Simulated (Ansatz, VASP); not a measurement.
## One calculation of BPd4, two programs

```xyz
5
Lattice="2.8920 0.0000 0.0000 0.0000 4.3650 0.0000 0.0000 0.0000 5.8563" Properties=species:S:1:pos:R:3 pbc="T T T"
Pd    1.4460    0.0000    1.1571
Pd    0.0000    0.0000    3.6278
Pd    0.0000    2.1825    1.9277
Pd    1.4460    2.1825    5.0807
B     1.4460    0.0000    5.0553
```

Alike in both runs: functional RPBE; k mesh 9 × 6 × 5; occupations fermi-dirac, width 0.05 eV; no spin polarisation.

|  | VASP | Ansatz |
| --- | --- | --- |
| version | VASP 6.6.1 | Ansatz 0.2.0 |
| potentials or method | VASP PAW PBE potentials, release 64 (Pd_sv_GW, B) | Ansatz PAW |
| plane-wave cutoff (eV) | 540 | 420 |
| valence electrons in the cell | 75 | 75 |
| task | single point | projected density of states |

```tsv
	VASP	Ansatz	Ansatz less VASP
gap on the k mesh at the Fermi level (eV)	none	none	-
pressure (GPa)	0.4	2.8	+2.38
traceless stress, the component that is largest in VASP (GPa)	0.87	0.87	+0.004
rms of the force components (eV/Å)	0.078	0.081	+0.0032
```

VASP's potentials were made for PBE, not for RPBE. Atom by atom the forces differ by 0.005 eV/Å (rms over components). A gap of «none» marks a metal or a gap that the smearing closes. With one functional, cell and mesh, what is left measures potentials, basis and numerics.
